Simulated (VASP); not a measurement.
# AlN (I4/mmm) in VASP: single point with HSE06

Aim: the single point of AlN with HSE06.

Program: VASP 6.6.1. These are calculated values, not measurements. Logs are shortened: lines on timing, memory, paths and dates and some standing lists are left out, and cuts for length are marked.

## 1. The cell of the first run

Symmetry: I4/mmm, No. 139, tetragonal system. Conventional cell: a = 2.912 Å, b = 2.912 Å, c = 3.979 Å, α = 90.00°, β = 90.00°, γ = 90.00°. Al (site symmetry 4/mmm) has 6 N at 1.99 to 2.06 Å within 2.6 Å. N (site symmetry 4/mmm) has 6 Al at 1.99 to 2.06 Å within 2.6 Å.

## 2. Single point, HSE06 (epitaxial xy strain +2.0%)

POSCAR

```
AlN
1.0
    0.0000000000      2.0592458391      1.9894038362
    2.0592458391      0.0000000000      1.9894038362
    2.0592458391      2.0592458391      0.0000000000
Al N
1 1
Direct
    0.0000000000      0.0000000000      0.0000000000
    0.5000000000      0.5000000000      0.5000000000
```

INCAR.step1

```
SYSTEM = AlN
PREC     = Accurate       ! precision mode
ENCUT    = 520            ! plane-wave cutoff, eV
EDIFF    = 1E-5           ! SCF threshold, eV
ISMEAR   = 0              ! smearing method
SIGMA    = 0.01           ! smearing width, eV
LREAL    = .False.        ! projectors in reciprocal space
LASPH    = .True.         ! aspherical terms in the spheres
NELM     = 100            ! most SCF steps
ALGO     = Normal         ! electronic algorithm
ISIF     = 2              ! what is computed and relaxed
LWAVE    = .True.         ! write WAVECAR
NBANDS   = 11             ! bands
GGA      = PE             ! functional
```

INCAR.step2

```
SYSTEM = AlN
PREC     = Accurate       ! precision mode
ENCUT    = 520            ! plane-wave cutoff, eV
EDIFF    = 1E-6           ! SCF threshold, eV
ISMEAR   = 0              ! smearing method
SIGMA    = 0.01           ! smearing width, eV
LREAL    = .False.        ! projectors in reciprocal space
LASPH    = .True.         ! aspherical terms in the spheres
NELM     = 100            ! most SCF steps
ALGO     = Normal         ! electronic algorithm
ISIF     = 2              ! what is computed and relaxed
LWAVE    = .False.        ! write WAVECAR
LCHARG   = .True.         ! write CHGCAR
GGA      = PE             ! functional
LHFCALC  = .True.         ! exact exchange
HFSCREEN = 0.2079         ! screening, 1/A
PRECFOCK = Normal       
LELF     = .True.         ! ELF
LVHAR    = .True.       
NBANDS   = 11             ! bands
ISTART   = 1
```

KPOINTS

```
Automatic mesh
0
Gamma
  8 8 8
  0 0 0
```

Potentials or basis: VASP PAW PBE potentials, release 64 (Al, N).

Run with:

```console
cat potpaw_PBE.64/Al/POTCAR potpaw_PBE.64/N/POTCAR > POTCAR
cp INCAR.step1 INCAR
mpirun -np 1 vasp_std > vasp.out
cp INCAR.step2 INCAR
mpirun -np 1 vasp_std > vasp.out
```

OUTCAR:

```text
SYSTEM = AlN
   PREC = Accurate
   ENCUT = 520
   EDIFF = 1E-6
   ISMEAR = 0
   LREAL = .False.
   LASPH = .True.
   NELM = 100
   ISIF = 2
   GGA = PE
   LHFCALC = .True.
   HFSCREEN = 0.2079
   PRECFOCK = Normal
   ISTART = 1

 ion  position               nearest neighbor table
   1  0.000  0.000  0.000-   2 1.99   2 1.99   2 2.06   2 2.06   2 2.06   2 2.06
   2  0.500  0.500  0.500-   1 1.99   1 1.99   1 2.06   1 2.06   1 2.06   1 2.06

  LATTYP: Found a body centered tetragonal cell.
 ALAT       =     2.9122133939
 C/A-ratio  =     1.3662486687

  Lattice vectors:

 A1 = (   0.0000000000,  -2.0592458391,  -1.9894038362)
 A2 = (   0.0000000000,   2.0592458391,  -1.9894038362)
 A3 = (   2.0592458391,   0.0000000000,   1.9894038362)

Analysis of symmetry for initial positions (statically):
=====================================================================
 Subroutine PRICEL returns:
 Original cell was already a primitive cell.

 Routine SETGRP: Setting up the symmetry group for a
 body centered tetragonal supercell.

 Subroutine GETGRP returns: Found 16 space group operations
 (whereof 16 operations were pure point group operations)
 out of a pool of 16 trial point group operations.

The static configuration has the point symmetry D_4h.

Analysis of symmetry for dynamics (positions and initial velocities):
=====================================================================
 Subroutine PRICEL returns:
 Original cell was already a primitive cell.

 Routine SETGRP: Setting up the symmetry group for a
 body centered tetragonal supercell.

 Subroutine GETGRP returns: Found 16 space group operations
 (whereof 16 operations were pure point group operations)
 out of a pool of 16 trial point group operations.

The dynamic configuration has the point symmetry D_4h.

 Subroutine INISYM returns: Found 16 space group operations
 (whereof 16 operations are pure point group operations),
 and found     1 'primitive' translations

----------------------------------------------------------------------------------------

                                     Primitive cell

  volume of cell :      16.8721

  direct lattice vectors                    reciprocal lattice vectors
     0.000000000  2.059245839  1.989403836    -0.242807338  0.242807338  0.251331575
     2.059245839  0.000000000  1.989403836     0.242807338 -0.242807338  0.251331575
     2.059245839  2.059245839  0.000000000     0.242807338  0.242807338 -0.251331575

  length of vectors
     2.863253578  2.863253578  2.912213394     0.425533039  0.425533039  0.425533039

  position of ions in fractional coordinates (direct lattice)
     0.000000000  0.000000000  0.000000000
     0.500000000  0.500000000  0.500000000

  ion indices of the primitive-cell ions
   primitive index   ion index
                 1           1
                 2           2

----------------------------------------------------------------------------------------

 KPOINTS: Automatic mesh

Automatic generation of k-mesh.
 Grid dimensions read from file:
 generate k-points for:    8    8    8

 Generating k-lattice:

  Cartesian coordinates                     Fractional coordinates (reciprocal lattice)
    -0.030350917  0.030350917  0.031416447     0.125000000  0.000000000  0.000000000
     0.030350917 -0.030350917  0.031416447     0.000000000  0.125000000  0.000000000
     0.030350917  0.030350917 -0.031416447    -0.000000000 -0.000000000  0.125000000

  Length of vectors
     0.053191630  0.053191630  0.053191630

  Shift w.r.t. Gamma in fractional coordinates (k-lattice)
     0.000000000  0.000000000  0.000000000

 Subroutine IBZKPT returns following result:
 ===========================================

 Found     59 irreducible k-points:

 Following reciprocal coordinates:
            Coordinates               Weight
  0.000000  0.000000  0.000000      1.000000
  0.125000  0.000000  0.000000      8.000000
  0.250000  0.000000  0.000000      8.000000
  0.375000  0.000000  0.000000      8.000000
  0.500000  0.000000  0.000000      4.000000
  0.125000  0.125000  0.000000      2.000000
[... 16 lines left out ...]
  0.250000  0.000000  0.125000     16.000000
  0.375000  0.000000  0.125000     16.000000
 [... further k-points ...]
   k-points           NKPTS =     59   k-points in BZ     NKDIM =    512   number of bands    NBANDS=     11
   number of dos      NEDOS =    301   number of ions     NIONS =      2
   total plane-waves  NPLWV =  13824
   dimension x,y,z NGX =    24 NGY =   24 NGZ =   24
   dimension x,y,z NGXF=    48 NGYF=   48 NGZF=   48
   ions per type =               1   1
   NGX,Y,Z   is equivalent  to a cutoff of  13.93, 13.93, 13.70 a.u.
   NGXF,Y,Z  is equivalent  to a cutoff of  27.87, 27.87, 27.40 a.u.
 SYSTEM =  AlN
   PREC   = accura    normal or accurate (medium, high low for compatibility)
   ISTART =      1    job   : 0-new  1-cont  2-samecut
   ICHARG =      0    charge: 1-file 2-atom 10-const
   ISPIN  =      1    spin polarized calculation?
   LNONCOLLINEAR =      F non collinear calculations
   LSORBIT =      F    spin-orbit coupling
   LASPH  =      T    aspherical Exc in radial PAW
   ENCUT  =  520.0 eV  38.22 Ry    6.18 a.u.   5.32  5.32  5.41*2*pi/ulx,y,z
   NELM   =    100;   NELMIN=  2; NELMDL=  0     # of ELM steps
   EDIFF  = 0.1E-05   stopping-criterion for ELM
   LREAL  =      F    real-space projection
   EDIFFG = 0.1E-04   stopping-criterion for IOM
   NSW    =      0    number of steps for IOM
   IBRION =     -1    ionic relax: 0-MD 1-quasi-New 2-CG
   NFREE  =      0    steps in history (QN), initial steepest desc. (CG)
   ISIF   =      2    stress and relaxation
   ISYM   =      3    0-nonsym 1-usesym 2-fastsym
   POTIM  = 0.5000    time-step for ionic-motion
   TEBEG  =    0.0;   TEEND  =   0.0 temperature during run
   PSTRESS=    0.0 pullay stress
   NELECT =       8.0000    total number of electrons
   NUPDOWN=      -1.0000    fix difference up-down
   EMIN   =  10.00;   EMAX   =-10.00  energy-range for DOS
   EFERMI =   0.00;   METHOD = LEGACY
   ISMEAR =     0;   SIGMA  =   0.01  broadening in eV -4-tet -1-fermi 0-gaus
   EFERMI_NEDOS =   21; number of points for ismear=-14 and -15
   IALGO  =     38    algorithm
   IMIX   =      1    mixing-type and parameters
     AMIX     =   0.40;   BMIX     =  1.00
     AMIX_MAG =   1.60;   BMIX_MAG =  1.00
  volume/ion in A,a.u.               =       8.44        56.93
  Fermi-wavevector in a.u.,A,eV,Ry     =   1.276581  2.412388 22.172858  1.629659
  Thomas-Fermi vector in A             =   2.409229
   LORBIT       =      0    0 simple, 1 ext, 2 COOP (PROOUT), +10 PAW based schemes
   GGA     = PE    functional components
   LHFCALC =     T    Hartree Fock is set to
   PRECFOCK=normal    Normal, Fast or Accurate (Low or Medium for compatibility)
   ENCUT4O =  -1.0   cutoff for four orbital integrals eV
   NKREDX  =     1    reduce k-point grid by
   NKREDY  =     1    reduce k-point grid by
   NKREDZ  =     1    reduce k-point grid by
   AEXX    =    0.2500 exact exchange contribution
   HFSCREEN=    0.2079 screening length (either q_TF or 0.3 A-1)
   HFSCREENC=   0.2079 screening length for correlation (either q_TF or 0.3 A-1)
   ENCUTFOCK=  -1.0 apply spherical cutoff to Coloumb kernel
   IVDW    =     0    specifies the selected vdW correction
   LEPSILON=     F    determine dielectric tensor
   LRPA    =     F    only Hartree local field effects (RPA)
 non-spin polarized calculation
 Gauss-broadening in eV      SIGMA  =   0.01
  energy-cutoff  :      520.00
  volume of cell :       16.87
 maximum number of plane-waves:       471
 NGX is ok and might be reduce to    24
  NGX = 16; NGY = 16; NGZ = 18

 number of electron       8.0000000 magnetization

 Free energy of the ion-electron system (eV)
  ---------------------------------------------------
  ext. energy  EPLUGINS =         0.00000000
  ---------------------------------------------------
  free energy    TOTEN  =       -17.11133168 eV

  energy without entropy =      -17.11133168  energy(sigma->0) =      -17.11133168

 E-fermi :   9.0281     XC(G=0):  -9.9803

 val. band max:        8.9439088984   @ k =   0.0000   0.0000   0.0000
 cond. band min:      14.4009141017   @ k =   0.5000   0.5000   0.0000
 fundamental gap:      5.4570052033
 Fermi energy:         9.0280921853

 k-point     1 :       0.0000    0.0000    0.0000
  band No.  band energies     occupation
      1     -10.1854      2.00000
      2       8.6320      2.00000
      3       8.9439      2.00000
      4       8.9439      2.00000
      5      15.6951      0.00000
      6      22.4275      0.00000
      7      22.4275      0.00000
      8      22.8898      0.00000
      9      27.7099      0.00000
     10      27.8002      0.00000
     11      28.9304      0.00000

 k-point     2 :       0.1250    0.0000    0.0000
  band No.  band energies     occupation
      1      -9.8495      2.00000
      2       7.2296      2.00000
      3       8.5894      2.00000
      4       8.7213      2.00000
      5      16.6186      0.00000
      6      21.3733      0.00000
      7      22.8134      0.00000
      8      23.1902      0.00000
      9      25.9470      0.00000
     10      26.7218      0.00000
     11      28.7453      0.00000

 k-point     3 :       0.2500    0.0000    0.0000
  band No.  band energies     occupation
      1      -8.8964      2.00000
      2       4.1858      2.00000
      3       8.2204      2.00000
      4       8.2392      2.00000
      5      17.0007      0.00000
      6      21.5873      0.00000
      7      22.2830      0.00000
      8      23.0854      0.00000
      9      26.6640      0.00000
     10      26.7547      0.00000
     11      27.7785      0.00000
[... 267 lines left out ...]
 k-point    23 :       0.2500    0.0000    0.1250
  band No.  band energies     occupation
      1      -9.0143      2.00000
      2       5.1757      2.00000
      3       7.6693      2.00000
      4       7.9045      2.00000
      5      17.9477      0.00000
      6      19.8280      0.00000
      7      21.5390      0.00000
      8      24.0598      0.00000
      9      25.1381      0.00000
     10      28.7025      0.00000
     11      30.1690      0.00000

 k-point    24 :       0.3750    0.0000    0.1250
  band No.  band energies     occupation
      1      -7.8074      2.00000
      2       2.3907      2.00000
      3       7.1169      2.00000
      4       7.4366      2.00000
      5      17.5374      0.00000
      6      20.2384      0.00000
      7      21.7652      0.00000
      8      23.2152      0.00000
      9      27.1321      0.00000
     10      29.4613      0.00000
     11      30.5669      0.00000

 [... further k-points ...]

------------------------ aborting loop because EDIFF is reached ----------------------------------------

  FORCE on cell =-STRESS in cart. coord.  units (eV):
  Direction    XX          YY          ZZ          XY          YZ          ZX
  --------------------------------------------------------------------------------------
  -------------------------------------------------------------------------------------
  Total       -1.0898266     -1.0898266     -0.1544617      0.0000000     -0.0000000     -0.0000000
  in kB     -103.4900616   -103.4900616    -14.6677030      0.0000000     -0.0000000     -0.0000000
  external PRESSURE =     -73.8826088 kB  Pullay stress =       0.0000000 kB

 VOLUME and BASIS-vectors are now :
 -----------------------------------------------------------------------------
  energy-cutoff  :      520.00
  volume of cell :       16.87
      direct lattice vectors                 reciprocal lattice vectors
     0.000000000  2.059245839  1.989403836    -0.242807338  0.242807338  0.251331575
     2.059245839  0.000000000  1.989403836     0.242807338 -0.242807338  0.251331575
     2.059245839  2.059245839  0.000000000     0.242807338  0.242807338 -0.251331575

 POSITION                                       TOTAL-FORCE (eV/Angst)
 -----------------------------------------------------------------------------------
      0.00000      0.00000      0.00000        -0.000000      0.000000      0.000000
      2.05925      2.05925      1.98940         0.000000     -0.000000     -0.000000
 -----------------------------------------------------------------------------------
    total drift:                                0.000001     -0.000001     -0.000001

  FREE ENERGIE OF THE ION-ELECTRON SYSTEM (eV)
  ---------------------------------------------------
  free  energy   TOTEN  =       -17.1113316786 eV

  energy  without entropy=      -17.1113316786  energy(sigma->0) =      -17.11133168
```

Run time: 38 min. Hardware: 1 thread of Intel Xeon 8259CL, shared host; peak memory 0.26 GiB.

What came out:

```
Free energy            : -17.1113 eV
Pressure               : -7.4 GPa
Band gap on the k mesh : 5.46 eV (least direct gap 6.75 eV)
```

Caveat: the cell differs from its parent crystal (epitaxial xy strain +2.0%); the stress differs along the axes, from -10 to -1 GPa; the structure was generated, so it needn't be the stable form of AlN; the PAW data sets were made with another functional, which shifts forces and pressure a little. A k mesh can miss the band edges.
